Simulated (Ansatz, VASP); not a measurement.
**PtS2 in VASP and in Ansatz**

POSCAR

```
PtS2
1.0
    3.5526240960      0.0000000000      0.0000000000
   -1.7763120480      3.0766627172      0.0000000000
    0.0000000000      0.0000000000      5.1228306077
Pt S
1 2
Direct
    0.0000000000      0.0000000000      0.0000000000
    0.3333333333      0.6666666667      0.2392542177
    0.6666666667      0.3333333333      0.7607457823
```

Contents of INCAR.step1:

```
PREC = Accurate
ENCUT = 520
EDIFF = 1E-5
ISMEAR = 0
SIGMA = 0.01
LREAL = False
LASPH = True
NELM = 60
ALGO = Normal
ISIF = 2
LWAVE = True
LCHARG = False
GGA = PE
NBANDS = 18
```

File INCAR.step2:

```
PREC = Accurate
ENCUT = 520
EDIFF = 1E-6
ISMEAR = 0
SIGMA = 0.01
LREAL = False
LASPH = True
NELM = 60
ALGO = Normal
ISIF = 2
LWAVE = False
LCHARG = False
GGA = PE
LHFCALC = True
HFSCREEN = 0.2079
PRECFOCK = Normal
ISTART = 1
NBANDS = 18
```

The input KPOINTS:

```
Automatic mesh
0
Gamma
  6 6 2
```

Input for Ansatz:

```yaml
crystal:
  lattice:
    - [3.552624096, 0.0, 0.0]
    - [-1.776312048, 3.0766627172, 0.0]
    - [0.0, 0.0, 5.1228306077]
  atoms:
    - { symbol: Pt, position: [0.0, 0.0, 0.0] }
    - { symbol: S, position: [0.3333333333, 0.6666666667, 0.2392542177] }
    - { symbol: S, position: [0.6666666667, 0.3333333333, 0.7607457823] }
kpoints:
  mp_grid: { grid: [6, 6, 2] }
hamiltonian:
  xc: hse06
scf:
  occupations: { method: fixed }
  n_extra_bands: 4
  exx: { singularity: wigner_seitz }
output:
  forces: true
  stress: true
  eigenvalues: true
```

Alike in both runs: task single point; functional HSE06; k mesh 6 × 6 × 2; no spin polarisation.

```csv
,VASP,Ansatz
version,VASP 6.6.1,Ansatz 0.2.0
potentials or method,"VASP PAW PBE potentials, release 64 (Pt, S)",plane waves
plane-wave cutoff (eV),520,420
occupations,"gaussian, width 0.01 eV",fixed
valence electrons in the cell,22,30
```

```csv
,VASP,Ansatz,Ansatz less VASP
gap on the k mesh at the Fermi level (eV),1.42,1.45,+0.027
pressure (GPa),-1.4,-0.9,+0.46
"traceless stress, the component that is largest in VASP (GPa)",0.89,0.89,-0.008
rms of the force components (eV/Å),0.188,0.174,-0.0138
```

Atom by atom the forces differ by 0.014 eV/Å (rms over components). VASP's potentials hold 22 valence electrons a cell and Ansatz's 30, so a difference there can come from the potentials and not from the codes. Ansatz's warnings: stress exchange threshold loose, stress scf threshold loose.

The k mesh is coarse, so the values compare programs but aren't converged. Neither program's run includes spin-orbit coupling.
